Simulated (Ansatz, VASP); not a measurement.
## Ru in VASP and in Ansatz

```xyz
2
Lattice="2.7058 0.0000 0.0000 -1.3529 2.3433 0.0000 0.0000 0.0000 4.2819" Properties=species:S:1:pos:R:3 pbc="T T T"
Ru    1.3529    0.7811    3.2114
Ru    0.0000    1.5622    1.0705
```

Alike in both runs: task single point; functional SVWN5; k mesh 11 × 11 × 6; occupations fermi-dirac, width 0.05 eV; no spin polarisation.

|  | VASP | Ansatz |
| --- | --- | --- |
| version | VASP 6.6.1 | Ansatz 0.2.0 |
| potentials or method | VASP PAW PBE potentials, release 64 (Ru_pv) | Ansatz PAW |
| plane-wave cutoff (eV) | 520 | 420 |
| valence electrons in the cell | 28 | 32 |

|  | VASP | Ansatz | Ansatz less VASP |
| --- | --- | --- | --- |
| gap on the k mesh at the Fermi level (eV) | none | none | - |
| pressure (GPa) | -12.6 | -12.4 | +0.14 |
| traceless stress, the component that is largest in VASP (GPa) | -0.57 | -0.58 | -0.011 |

VASP's potentials were made for PBE, not for SVWN5. A gap of «none» marks a metal or a gap that the smearing closes. VASP's potentials hold 28 valence electrons a cell and Ansatz's 32, so a difference there can come from the potentials and not from the codes.
